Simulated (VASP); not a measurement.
A run of VASP 6.6.1:

Contents of POSCAR:

```
TiO
1.0
    4.9770238984      0.0000000000      0.0000000000
   -2.4885119492      4.3102291312      0.0000000000
    0.0000000000      0.0000000000      2.9227532596
Ti O
3 3
Direct
    0.6666666667      0.3333333333      0.5000000000
    0.3333333333      0.6666666667      0.5000000000
    0.0000000000      0.0000000000      0.0000000000
    0.6073329934      0.6073329934      0.0000000000
    0.3926670066      0.0000000000      0.0000000000
    0.0000000000      0.3926670066      0.0000000000
```

File INCAR.step1:

```
SYSTEM = TiO
PREC = Accurate
ENCUT = 520
ISMEAR = 0
SIGMA = 0.1
LREAL = .False.
LASPH = .True.
NELM = 150
LMAXMIX = 4
LDAU = .True.
LDAUTYPE = 2
LDAUL = 2 -1
LDAUU = 4 0
LDAUJ = 0 0
NBANDS = 36
GGA = PE
ALGO = Normal
EDIFF = 1E-4
LWAVE = .True.
LCHARG = .False.
```

INCAR.step2

```
SYSTEM = TiO
PREC = Accurate
ENCUT = 520
EDIFF = 1E-6
ISMEAR = 0
SIGMA = 0.1
LREAL = .False.
LASPH = .True.
NELM = 150
ALGO = Normal
ISIF = 2
LWAVE = .False.
LCHARG = .False.
LMAXMIX = 4
LDAU = .True.
LDAUTYPE = 2
LDAUL = 2 -1
LDAUU = 4 0
LDAUJ = 0 0
LDAUPRINT = 1
METAGGA = R2SCAN
LMIXTAU = .True.
NBANDS = 36
ISTART = 1
```

The input KPOINTS:

```
Automatic mesh
0
Gamma
  12 12 12
  0 0 0
```

Potentials or basis: VASP PAW PBE potentials, release 64 (Ti_sv, O).

Run with:

```console
$ cat potpaw_PBE.64/Ti_sv/POTCAR potpaw_PBE.64/O/POTCAR > POTCAR
$ cp INCAR.step1 INCAR
$ mpirun -np 1 vasp_std > vasp.out
$ cp INCAR.step2 INCAR
$ mpirun -np 1 vasp_std > vasp.out
```

Hardware: 1 thread of Oxide Virtual Turin-like Processor, on a shared host.

Estimate the wall time of this run.

Wall time 28 min on 1 thread of Oxide Virtual Turin-like Processor, with other jobs on the host, peak memory 0.33 GiB. Counts: k points 133.
